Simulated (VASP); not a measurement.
# PtSe2 in VASP: single point with PBE+D3(BJ)

Aim: the single point of PtSe2 with PBE+D3(BJ).

Everything below comes from runs of VASP 6.6.1. Logs are shortened: lines on timing, memory, paths and dates and some standing lists are left out, and cuts for length are marked.

## 1. The cell of the first run

The cell holds a slab with vacuum, 6 atoms: a = 3.707 Å, b = 3.707 Å, c = 22.798 Å, α = 90.00°, β = 90.00°, γ = 120.00°.

## 2. Single point, PBE+D3(BJ)

Input file INCAR:

```
PREC = Accurate
ENCUT = 520
EDIFF = 1E-6
ISMEAR = 0
SIGMA = 0.05
LREAL = False
LASPH = True
NELM = 80
ALGO = Normal
ISIF = 2
LWAVE = False
LCHARG = False
LDIPOL = True
IDIPOL = 3
DIPOL = 0.5 0.5 0.391
GGA = PE
IVDW = 12
NBANDS = 31
```

Input file KPOINTS:

```
regular mesh
0
Gamma
  9 9 1
```

Input file POSCAR:

```
PtSe2
1.0
    3.7070358307      0.0000000000      0.0000000000
   -1.8535179153      3.2103872021      0.0000000000
    0.0000000000      0.0000000000     22.7981611688
Se Pt
4 2
Direct
    0.6666666667      0.3333333333      0.1973843402
    0.3333333333      0.6666666667      0.3135814565
    0.3333333333      0.6666666667      0.4675412418
    0.6666666667      0.3333333333      0.5837383581
    0.0000000000      0.0000000000      0.2554828983
    1.0000000000      1.0000000000      0.5256398000
```

Potentials or basis: VASP PAW PBE potentials, release 64 (Se, Pt).

Command:

```
$ cat potpaw_PBE.64/Se/POTCAR potpaw_PBE.64/Pt/POTCAR > POTCAR
$ mpirun -np 1 vasp_std > vasp.out
```

OUTCAR:

```text
PREC = Accurate
   ENCUT = 520
   EDIFF = 1E-6
   ISMEAR = 0
   LREAL = False
   LASPH = True
   NELM = 80
   ISIF = 2
   GGA = PE
   IVDW = 12
 IVDW          = 12

 ion  position               nearest neighbor table
   1  0.667  0.333  0.197-   5 2.52   5 2.52   5 2.52
   2  0.333  0.667  0.314-   5 2.52   5 2.52   5 2.52
   3  0.333  0.667  0.468-   6 2.52   6 2.52   6 2.52
   4  0.667  0.333  0.584-   6 2.52   6 2.52   6 2.52
   5  0.000  0.000  0.255-   1 2.52   1 2.52   1 2.52   2 2.52   2 2.52   2 2.52
   6  0.000  0.000  0.526-   4 2.52   4 2.52   4 2.52   3 2.52   3 2.52   3 2.52

  LATTYP: Found a hexagonal cell.
 ALAT       =     3.7070358307
 C/A-ratio  =     6.1499705452

  Lattice vectors:

 A1 = (   3.7070358307,   0.0000000000,   0.0000000000)
 A2 = (  -1.8535179153,   3.2103872021,   0.0000000000)
 A3 = (   0.0000000000,   0.0000000000,  22.7981611688)

Analysis of symmetry for initial positions (statically):
=====================================================================
 Subroutine PRICEL returns:
 Original cell was already a primitive cell.

 Routine SETGRP: Setting up the symmetry group for a
 hexagonal supercell.

 Subroutine GETGRP returns: Found 12 space group operations
 (whereof  6 operations were pure point group operations)
 out of a pool of 24 trial point group operations.

The static configuration has the point symmetry C_3v.
 The point group associated with its full space group is D_3h.

Analysis of symmetry for dynamics (positions and initial velocities):
=====================================================================
 Subroutine PRICEL returns:
 Original cell was already a primitive cell.

 Routine SETGRP: Setting up the symmetry group for a
 hexagonal supercell.

 Subroutine GETGRP returns: Found 12 space group operations
 (whereof  6 operations were pure point group operations)
 out of a pool of 24 trial point group operations.

The dynamic configuration has the point symmetry C_3v.
 The point group associated with its full space group is D_3h.

 Subroutine INISYM returns: Found 12 space group operations
 (whereof  6 operations are pure point group operations),
 and found     1 'primitive' translations

----------------------------------------------------------------------------------------

                                     Primitive cell

  volume of cell :     271.3214

  direct lattice vectors                    reciprocal lattice vectors
     3.707035831  0.000000000  0.000000000     0.269757306  0.155744453  0.000000000
    -1.853517915  3.210387202  0.000000000     0.000000000  0.311488907  0.000000000
     0.000000000  0.000000000 22.798161169     0.000000000  0.000000000  0.043863187

  length of vectors
     3.707035831  3.707035831 22.798161169     0.311488907  0.311488907  0.043863187

  position of ions in fractional coordinates (direct lattice)
     0.666666667  0.333333333  0.197384340
     0.333333333  0.666666667  0.313581457
     0.333333333  0.666666667  0.467541242
     0.666666667  0.333333333  0.583738358
     0.000000000  0.000000000  0.255482898
     0.000000000  0.000000000  0.525639800

  ion indices of the primitive-cell ions
   primitive index   ion index
                 1           1
                 2           2
                 3           3
                 4           4
                 5           5
                 6           6

----------------------------------------------------------------------------------------

 KPOINTS: regular mesh

Automatic generation of k-mesh.
 Grid dimensions read from file:
 generate k-points for:    9    9    1

 Generating k-lattice:

  Cartesian coordinates                     Fractional coordinates (reciprocal lattice)
     0.029973034  0.017304939  0.000000000     0.111111111  0.000000000  0.000000000
     0.000000000  0.034609879  0.000000000     0.000000000  0.111111111  0.000000000
     0.000000000  0.000000000  0.043863187     0.000000000  0.000000000  1.000000000

  Length of vectors
     0.034609879  0.034609879  0.043863187

  Shift w.r.t. Gamma in fractional coordinates (k-lattice)
     0.000000000  0.000000000  0.000000000

 Subroutine IBZKPT returns following result:
 ===========================================

 Found     12 irreducible k-points:

 Following reciprocal coordinates:
            Coordinates               Weight
  0.000000  0.000000  0.000000      1.000000
  0.111111  0.000000  0.000000      6.000000
  0.222222 -0.000000  0.000000      6.000000
  0.333333  0.000000  0.000000      6.000000
  0.444444 -0.000000  0.000000      6.000000
  0.111111  0.111111  0.000000      6.000000
  0.222222  0.111111  0.000000     12.000000
  0.333333  0.111111  0.000000     12.000000
  0.444444  0.111111  0.000000      6.000000
  0.222222  0.222222  0.000000      6.000000
  0.333333  0.222222  0.000000     12.000000
  0.333333  0.333333  0.000000      2.000000
   k-points           NKPTS =     12   k-points in BZ     NKDIM =     12   number of bands    NBANDS=     31
   number of dos      NEDOS =    301   number of ions     NIONS =      6
   total plane-waves  NPLWV = 141120
   dimension x,y,z NGX =    28 NGY =   28 NGZ =  180
   dimension x,y,z NGXF=    56 NGYF=   56 NGZF=  360
   ions per type =               4   2
   NGX,Y,Z   is equivalent  to a cutoff of  12.56, 12.56, 13.13 a.u.
   NGXF,Y,Z  is equivalent  to a cutoff of  25.11, 25.11, 26.25 a.u.
 SYSTEM =  unknown system
   PREC   = accura    normal or accurate (medium, high low for compatibility)
   ISTART =      0    job   : 0-new  1-cont  2-samecut
   ICHARG =      2    charge: 1-file 2-atom 10-const
   ISPIN  =      1    spin polarized calculation?
   LNONCOLLINEAR =      F non collinear calculations
   LSORBIT =      F    spin-orbit coupling
   LASPH  =      T    aspherical Exc in radial PAW
   ENCUT  =  520.0 eV  38.22 Ry    6.18 a.u.   6.89  6.89 42.39*2*pi/ulx,y,z
   NELM   =     80;   NELMIN=  2; NELMDL= -5     # of ELM steps
   EDIFF  = 0.1E-05   stopping-criterion for ELM
   LREAL  =      F    real-space projection
   EDIFFG = 0.1E-04   stopping-criterion for IOM
   NSW    =      0    number of steps for IOM
   IBRION =     -1    ionic relax: 0-MD 1-quasi-New 2-CG
   NFREE  =      0    steps in history (QN), initial steepest desc. (CG)
   ISIF   =      2    stress and relaxation
   ISYM   =      2    0-nonsym 1-usesym 2-fastsym
   POTIM  = 0.5000    time-step for ionic-motion
   TEBEG  =    0.0;   TEEND  =   0.0 temperature during run
   PSTRESS=    0.0 pullay stress
   NELECT =      44.0000    total number of electrons
   NUPDOWN=      -1.0000    fix difference up-down
   EMIN   =  10.00;   EMAX   =-10.00  energy-range for DOS
   EFERMI =   0.00;   METHOD = LEGACY
   ISMEAR =     0;   SIGMA  =   0.05  broadening in eV -4-tet -1-fermi 0-gaus
   EFERMI_NEDOS =   21; number of points for ismear=-14 and -15
   IALGO  =     38    algorithm
   IMIX   =      4    mixing-type and parameters
     AMIX     =   0.40;   BMIX     =  1.00
     AMIX_MAG =   1.60;   BMIX_MAG =  1.00
  volume/ion in A,a.u.               =      45.22       305.16
  Fermi-wavevector in a.u.,A,eV,Ry     =   0.892752  1.687058 10.843938  0.797007
  Thomas-Fermi vector in A             =   2.014742
   LORBIT       =      0    0 simple, 1 ext, 2 COOP (PROOUT), +10 PAW based schemes
   GGA     = PE    functional components
   LHFCALC =     F    Hartree Fock is set to
   AEXX    =    0.0000 exact exchange contribution
   IVDW    =    12    specifies the selected vdW correction
   LEPSILON=     F    determine dielectric tensor
   LRPA    =     F    only Hartree local field effects (RPA)
 non-spin polarized calculation
 Gauss-broadening in eV      SIGMA  =   0.05
  energy-cutoff  :      520.00
  volume of cell :      271.32
 maximum number of plane-waves:      7334
 NGX is ok and might be reduce to    28
   NGX = 13   NGY = 13   NGZ = 85

 dipolmoment           0.000000      0.000000      0.000017 electrons x Angstroem

 number of electron      44.0000001 magnetization

 dipolmoment           0.000000      0.000000     -0.000003 electrons x Angstroem

 Free energy of the ion-electron system (eV)
  ---------------------------------------------------
  ext. energy  EPLUGINS =         0.00000000
  ---------------------------------------------------
  free energy    TOTEN  =       -28.51527253 eV

  energy without entropy =      -28.51527253  energy(sigma->0) =      -28.51527253

 E-fermi :  -0.0701     XC(G=0):  -5.5012

 val. band max:       -0.3037338210   @ k =   0.1111   0.1111   0.0000
 cond. band min:       0.5189256640   @ k =   0.2222  -0.0000   0.0000
 fundamental gap:      0.8226594850
 Fermi energy:        -0.0701240008

 k-point     1 :       0.0000    0.0000    0.0000
  band No.  band energies     occupation
      1     -14.7626      2.00000
      2     -14.6987      2.00000
      3     -13.0327      2.00000
      4     -12.9048      2.00000
      5      -6.0361      2.00000
      6      -5.7712      2.00000
[... 23 lines left out ...]
     30       4.8986      0.00000
     31       5.0079      0.00000

 k-point     2 :       0.1111    0.0000    0.0000
  band No.  band energies     occupation
      1     -14.6309      2.00000
      2     -14.5659      2.00000
      3     -13.0352      2.00000
      4     -12.9132      2.00000
      5      -5.9359      2.00000
      6      -5.7843      2.00000
[... 23 lines left out ...]
     30       5.4485      0.00000
     31       5.7121      0.00000

 k-point     3 :       0.2222   -0.0000    0.0000
  band No.  band energies     occupation
      1     -14.2672      2.00000
      2     -14.1987      2.00000
      3     -13.0451      2.00000
      4     -12.9380      2.00000
      5      -5.9045      2.00000
      6      -5.7714      2.00000
[... 295 lines left out ...]
     30       7.1367      0.00000
     31       7.1686      0.00000

 k-point    12 :       0.3333    0.3333    0.0000
  band No.  band energies     occupation
      1     -13.1622      2.00000
      2     -13.0490      2.00000
      3     -13.0489      2.00000
      4     -13.0066      2.00000
      5      -5.9943      2.00000
      6      -5.9382      2.00000
[... 23 lines left out ...]
     30       7.2784      0.00000
     31       7.8217      0.00000

------------------------ aborting loop because EDIFF is reached ----------------------------------------

 vacuum level on the upper side and lower side of the slab       (xc-potential included)        -0.139        -0.139

 Edisp (eV)   -2.05983

 E8    (eV) :    -0.9124

  FORCE on cell =-STRESS in cart. coord.  units (eV):
  Direction    XX          YY          ZZ          XY          YZ          ZX
  --------------------------------------------------------------------------------------
  -------------------------------------------------------------------------------------
  Total      -0.05535    -0.05535     0.06776    -0.00000     0.00000    -0.00000
  in kB      -0.32687    -0.32687     0.40014    -0.00000     0.00000    -0.00000
  external pressure =       -0.08 kB  Pullay stress =        0.00 kB

 VOLUME and BASIS-vectors are now :
 -----------------------------------------------------------------------------
  energy-cutoff  :      520.00
  volume of cell :      271.32
      direct lattice vectors                 reciprocal lattice vectors
     3.707035831  0.000000000  0.000000000     0.269757306  0.155744453  0.000000000
    -1.853517915  3.210387202  0.000000000     0.000000000  0.311488907  0.000000000
     0.000000000  0.000000000 22.798161169     0.000000000  0.000000000  0.043863187

 POSITION                                       TOTAL-FORCE (eV/Angst)
 -----------------------------------------------------------------------------------
      1.85352      1.07013      4.50000        -0.000000      0.000000     -0.011938
     -0.00000      2.14026      7.14908         0.000000      0.000000     -0.062842
     -0.00000      2.14026     10.65908         0.000000      0.000000      0.062842
      1.85352      1.07013     13.30816        -0.000000      0.000000      0.011938
      0.00000      0.00000      5.82454         0.000000     -0.000000      0.034140
      0.00000      0.00000     11.98362         0.000000     -0.000000     -0.034140
 -----------------------------------------------------------------------------------
    total drift:                               -0.000000      0.000000     -0.000067

  FREE ENERGIE OF THE ION-ELECTRON SYSTEM (eV)
  ---------------------------------------------------
  free  energy   TOTEN  =       -30.5751028717 eV

  energy  without entropy=      -30.5751028717  energy(sigma->0) =      -30.57510287

 vacuum level on the upper side and lower side of the slab         4.886         4.886
```

Run time: 78 s. Hardware: 1 thread of Intel Xeon 6975P-C (Granite Rapids), shared host; peak memory 0.41 GiB.

What came out:

```
Free energy                : -30.5751 eV
Largest force              : 0.063 eV/Å
Band gap on the k mesh     : 0.82 eV, indirect (least direct gap 1.01 eV)
Dispersion energy per atom : -0.343 eV
```

Forces on the atoms (eV/Å):
```
Se   0.000  0.000 -0.012
Se   0.000  0.000 -0.063
Se   0.000  0.000  0.063
Se   0.000  0.000  0.012
Pt   0.000  0.000  0.034
Pt   0.000  0.000 -0.034
```

Caveat: spin-orbit coupling is left out, which moves the levels of the heavy elements.
